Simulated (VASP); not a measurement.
# CuAu: electric field gradients with PBEsol

The system is CuAu.

```
Cu Au
1.0
     2.76216    0.00000    0.00000
     0.00000    2.76216    0.00000
     0.00000    0.00000    3.62040
Cu Au
1 1
Cartesian
  1.3811 1.3811 1.8102
  0.0000 0.0000 0.0000
```

- Program: VASP 6.6.1
- Task: electric field gradients
- Functional: PBEsol
- Potentials or basis: VASP PAW PBE potentials, release 64 (Cu_sv_GW, Au_sv_GW)
- Cutoff: 610 eV
- k mesh: 13 × 13 × 10
- Occupations: fermi-dirac, width 0.05 eV
- Spin: no spin polarisation
- Dipole correction: no
- Further INCAR settings: ALGO = Normal; EDIFF = 1e-08; NBANDS = 26

```json
{"Pressure": "3.6 GPa", "Band gap on the k mesh": "zero (bands 19 and 20 overlap by 6.65 eV)", "Largest electric field gradient by atom": "Cu -11.9; Au +73.1 V/Å²"}
```

Stress tensor (GPa, compression positive):
```
3.68 0.00 0.00
0.00 3.68 0.00
0.00 0.00 3.58
```

Levels at points of the mesh, in eV from the Fermi level:
```tsv
k point	band 16	band 17	band 18	band 19	band 20	band 21	band 22	band 23
(0.00, 0.00, 0.00)	-2.22	-1.72	-1.48	-1.48	1.96	8.48	10.17	10.17
(0.00, 0.00, 0.50)	-2.83	-2.48	-2.45	-2.45	-2.05	14.52	14.94	14.94
```

Electric field gradients, principal values (V/Å²):
```csv
atom,least,middle,greatest (by size)
1 Cu,5.947,5.947,-11.894
2 Au,-36.564,-36.564,73.128
```

Wall time 61 s on 1 thread of Intel(R) Xeon(R) 6975P-C (Granite Rapids), with other jobs on the host, peak memory 0.31 GiB.

Caveat: the cell stands under pressure; without QUAD_EFG the Cq values of the log hold for a quadrupole moment of 1 mb, not for the nuclei; the PAW data sets were made with another functional, which shifts forces and pressure a little; spin-orbit coupling is left out, which moves the levels of the heavy elements.
